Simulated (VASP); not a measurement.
# BAs (F-43m) in VASP: vibrations by perturbation theory with PBE

Aim: the vibrations by perturbation theory of BAs with PBE.

All numbers are computed with VASP 6.6.1; they aren't measurements. Logs are shortened: lines on timing, memory, paths and dates and some standing lists are left out, and cuts for length are marked.

## (1) The cell of the first run

Symmetry: F-43m, No. 216, cubic system. Conventional cell: a = 4.809 Å, b = 4.809 Å, c = 4.809 Å, α = 90.00°, β = 90.00°, γ = 90.00°. B (site symmetry -43m) has 4 As at 2.08 Å within 2.8 Å. Within 2.8 Å of As (site symmetry -43m) lie 4 B at 2.08 Å.

## (2) Vibrations by perturbation theory, PBE

Contents of INCAR:

```
SYSTEM = BAs
PREC = Accurate
ENCUT = 520
EDIFF = 1E-8
ISMEAR = 0
SIGMA = 0.01
LREAL = .FALSE.
LASPH = .TRUE.
NELM = 60
ALGO = Normal
ISIF = 2
LWAVE = .FALSE.
LCHARG = .FALSE.
GGA = PE
IBRION = 8
NSW = 1
LEPSILON = .TRUE.
```

Contents of KPOINTS:

```
regular mesh
0
G
  12 12 12
  0 0 0
```

Contents of POSCAR:

```
BAs
1.0
    0.0000000000      2.4046893507      2.4046893507
    2.4046893507      0.0000000000      2.4046893507
    2.4046893507      2.4046893507      0.0000000000
B As
1 1
Direct
    0.2500000000      0.2500000000      0.2500000000
    0.5000000000      0.5000000000      0.5000000000
```

Potentials or basis: VASP PAW PBE potentials, release 64 (B, As).

Run with:

```bash
$ cat potpaw_PBE.64/B/POTCAR potpaw_PBE.64/As/POTCAR > POTCAR
$ mpirun -np 1 vasp_std > vasp.out
```

OUTCAR:

```text
SYSTEM = BAs
   PREC = Accurate
   ENCUT = 520
   EDIFF = 1E-8
   ISMEAR = 0
   LREAL = .FALSE.
   LASPH = .TRUE.
   NELM = 60
   ISIF = 2
   GGA = PE
   IBRION = 8
   NSW = 1
   LEPSILON = .TRUE.

 ion  position               nearest neighbor table
   1  0.250  0.250  0.250-   2 2.08   2 2.08   2 2.08   2 2.08
   2  0.500  0.500  0.500-   1 2.08   1 2.08   1 2.08   1 2.08

  LATTYP: Found a face centered cubic cell.
 ALAT       =     4.8093787014

  Lattice vectors:

 A1 = (   0.0000000000,   2.4046893507,   2.4046893507)
 A2 = (   2.4046893507,   0.0000000000,   2.4046893507)
 A3 = (   2.4046893507,   2.4046893507,   0.0000000000)

Analysis of symmetry for initial positions (statically):
=====================================================================
 Subroutine PRICEL returns:
 Original cell was already a primitive cell.

 Routine SETGRP: Setting up the symmetry group for a
 face centered cubic supercell.

 Subroutine GETGRP returns: Found 24 space group operations
 (whereof 24 operations were pure point group operations)
 out of a pool of 48 trial point group operations.

The static configuration has the point symmetry T_d .

Analysis of symmetry for dynamics (positions and initial velocities):
=====================================================================
 Subroutine PRICEL returns:
 Original cell was already a primitive cell.

 Routine SETGRP: Setting up the symmetry group for a
 face centered cubic supercell.

 Subroutine GETGRP returns: Found 24 space group operations
 (whereof 24 operations were pure point group operations)
 out of a pool of 48 trial point group operations.

The dynamic configuration has the point symmetry T_d .

 Subroutine INISYM returns: Found 24 space group operations
 (whereof 24 operations are pure point group operations),
 and found     1 'primitive' translations

----------------------------------------------------------------------------------------

                                     Primitive cell

  volume of cell :      27.8104

  direct lattice vectors                    reciprocal lattice vectors
     0.000000000  2.404689351  2.404689351    -0.207927065  0.207927065  0.207927065
     2.404689351  0.000000000  2.404689351     0.207927065 -0.207927065  0.207927065
     2.404689351  2.404689351  0.000000000     0.207927065  0.207927065 -0.207927065

  length of vectors
     3.400744293  3.400744293  3.400744293     0.360140242  0.360140242  0.360140242

  position of ions in fractional coordinates (direct lattice)
     0.250000000  0.250000000  0.250000000
     0.500000000  0.500000000  0.500000000

  ion indices of the primitive-cell ions
   primitive index   ion index
                 1           1
                 2           2

----------------------------------------------------------------------------------------

 KPOINTS: regular mesh

Automatic generation of k-mesh.
 Grid dimensions read from file:
 generate k-points for:   12   12   12

 Generating k-lattice:

  Cartesian coordinates                     Fractional coordinates (reciprocal lattice)
[... 414 lines left out ...]
  ---------------------------------------------------
  ---------------------------------------------------
  free energy    TOTEN  =        -0.73916070 eV

  energy without entropy =       -0.73916070

------------------------ aborting loop because EDIFF is reached ----------------------------------------

--------------------------------------- Ionic step        2  -------------------------------------------

------------------------ aborting loop because EDIFF is reached ----------------------------------------

--------------------------------------- Ionic step        3  -------------------------------------------

------------------------ aborting loop because EDIFF is reached ----------------------------------------

 PIEZOELECTRIC TENSOR FIELD DIRECTION 3  (e Angst)
 -----------------------------------------------------------------------------
    -0.00050  0.12495  0.00000           ( -0.00000  0.09821  0.00000)
     0.12495 -0.00050  0.00000           (  0.09821 -0.00000  0.00000)
     0.00000  0.00000  0.00009           (  0.00000  0.00000 -0.00000)

 PIEZOELECTRIC TENSOR FIELD DIRECTION 3  (C/m^2)
 -----------------------------------------------------------------------------
    -0.00029  0.07199  0.00000
     0.07199 -0.00029  0.00000
     0.00000  0.00000  0.00005

--------------------------------------- Ionic step        4  -------------------------------------------

------------------------ aborting loop because EDIFF is reached ----------------------------------------

[... ionic steps 5 to 6 ...]

--------------------------------------- Ionic step        7  -------------------------------------------

 Free energy of the ion-electron system (eV)
  ---------------------------------------------------
  ---------------------------------------------------
  free energy    TOTEN  =        -0.03674694 eV

  energy without entropy =       -0.03674694

------------------------ aborting loop because EDIFF is reached ----------------------------------------

 INTERNAL STRAIN TENSOR  FOR ION    2  DIRECTION 1   (eV/Angst):
 -----------------------------------------------------------------------------
     0.00433  0.00000  0.00000
     0.00000 -0.00030 -6.39112
     0.00000 -6.39112 -0.00030

 MACROSCOPIC STATIC DIELECTRIC TENSOR (including local field effects in DFT)
 ------------------------------------------------------
           9.878869     0.000000    -0.000000
          -0.000000     9.878869     0.000000
          -0.000000    -0.000000     9.878869
 ------------------------------------------------------

 PIEZOELECTRIC TENSOR (including local field effects)  for field in x, y, z        (e  Angst)
          XX          YY          ZZ          XY          YZ          ZX
  --------------------------------------------------------------------------------
  x     0.00000     0.00000     0.00000     0.00000     0.12063     0.00000
  y    -0.00000    -0.00000     0.00000     0.00000     0.00000     0.12063
  z    -0.00000     0.00000     0.00000     0.12063     0.00000     0.00000

 PIEZOELECTRIC TENSOR (including local field effects)  for field in x, y, z        (C/m^2)
          XX          YY          ZZ          XY          YZ          ZX
  --------------------------------------------------------------------------------
  x     0.00000     0.00000     0.00000     0.00000     0.06950     0.00000
  y    -0.00000    -0.00000     0.00000     0.00000     0.00000     0.06950
  z    -0.00000     0.00000     0.00000     0.06950     0.00000     0.00000

 BORN EFFECTIVE CHARGES (including local field effects) (in |e|, cummulative output)
 ---------------------------------------------------------------------------------
 ion    1
    1    -0.47253     0.00000    -0.00000
    2     0.00000    -0.47253     0.00000
    3    -0.00000     0.00000    -0.47253
 ion    2
    1     0.47253     0.00000     0.00000
    2     0.00000     0.47253     0.00000
    3     0.00000    -0.00000     0.47253

 INTERNAL STRAIN TENSOR FOR ION    2 for displacements in x,y,z  (eV/Angst):
          X           Y           Z          XY          YZ          ZX
  --------------------------------------------------------------------------------
  x     0.00000    -0.00000    -0.00000     0.00000    -6.39112     0.00000
  y     0.00000     0.00000     0.00000     0.00000     0.00000    -6.39112
  z    -0.00000    -0.00000     0.00000    -6.39112     0.00000     0.00000

 SECOND DERIVATIVES (NOT SYMMETRIZED)
 ------------------------------------
               1X          1Y          1Z          2X          2Y          2Z
  1X   -16.156505    0.000000    0.000000   16.156505    0.000000    0.000000
  1Y     0.000000  -16.156505    0.000000    0.000000   16.156505    0.000000
  1Z     0.000000    0.000000  -16.156505    0.000000    0.000000   16.156505
  2X    16.159362   -0.000000   -0.000000  -16.159362    0.000000    0.000000
  2Y    -0.000000   16.159362   -0.000000    0.000000  -16.159362    0.000000
  2Z    -0.000000   -0.000000   16.159362    0.000000    0.000000  -16.159362

 Eigenvectors and eigenvalues of the dynamical matrix
 ----------------------------------------------------

   1 f  =   20.443991 THz   128.453382 2PiTHz  681.938127 cm-1    84.549514 meV
             X         Y         Z           dx          dy          dz
      1.202345  1.202345  1.202345     0.000000    0.934815    0.000000
      2.404689  2.404689  2.404689     0.000000   -0.355134    0.000000
[... 21 lines left out ...]
   6 f/i=    0.000600 THz     0.003770 2PiTHz    0.020016 cm-1     0.002482 meV
             X         Y         Z           dx          dy          dz
      1.202345  1.202345  1.202345     0.355134   -0.000000   -0.000000
      2.404689  2.404689  2.404689     0.934815   -0.000000    0.000000

--------------------------------------------------------------------------------------------------------

 MACROSCOPIC STATIC DIELECTRIC TENSOR IONIC CONTRIBUTION
 ------------------------------------------------------
           0.089915     0.000000     0.000000
           0.000000     0.089915    -0.000000
           0.000000    -0.000000     0.089915
 ------------------------------------------------------

 ELASTIC MODULI CONTR FROM IONIC RELAXATION (kBar)
 Direction    XX          YY          ZZ          XY          YZ          ZX
 --------------------------------------------------------------------------------
 XX          -0.0000      0.0000      0.0000     -0.0000      0.0000     -0.0000
 YY           0.0000     -0.0000      0.0000     -0.0000     -0.0000      0.0000
 ZZ           0.0000      0.0000     -0.0000      0.0000     -0.0000     -0.0000
 XY          -0.0000     -0.0000      0.0000   -153.2451     -0.0000     -0.0000
 YZ           0.0000     -0.0000     -0.0000     -0.0000   -153.2451     -0.0000
 ZX          -0.0000      0.0000     -0.0000     -0.0000     -0.0000   -153.2451
 --------------------------------------------------------------------------------

 PIEZOELECTRIC TENSOR IONIC CONTR  for field in x, y, z        (C/m^2)
          XX          YY          ZZ          XY          YZ          ZX
  --------------------------------------------------------------------------------
  x     0.00000    -0.00000    -0.00000    -0.00000    -0.11045    -0.00000
  y    -0.00000     0.00000    -0.00000    -0.00000    -0.00000    -0.11045
  z    -0.00000    -0.00000     0.00000    -0.11045    -0.00000     0.00000
```

It took 7.7 min on 1 thread of AMD EPYC 7R13 (Zen 3), shared host; peak memory 0.28 GiB.

What came out:

```
Electronic dielectric tensor (diagonal)                 : 9.88
Born charges (mean of the diagonal)                     : B -0.47; As +0.47 e
Highest phonon frequency at Γ, LO-TO splitting left out : 682 cm⁻¹
```

Phonon frequencies in cm⁻¹ (negative: imaginary):
```
              q point        frequencies
(0.000, 0.000, 0.000)  0 0 0 682 682 682
```

Electronic dielectric tensor:
```
9.88 0.00 0.00
0.00 9.88 0.00
0.00 0.00 9.88
```

Born effective charge tensors (e):
atom 1, B
```
-0.47  0.00  0.00
 0.00 -0.47  0.00
 0.00  0.00 -0.47
```
atom 2, As
```
0.47 0.00 0.00
0.00 0.47 0.00
0.00 0.00 0.47
```
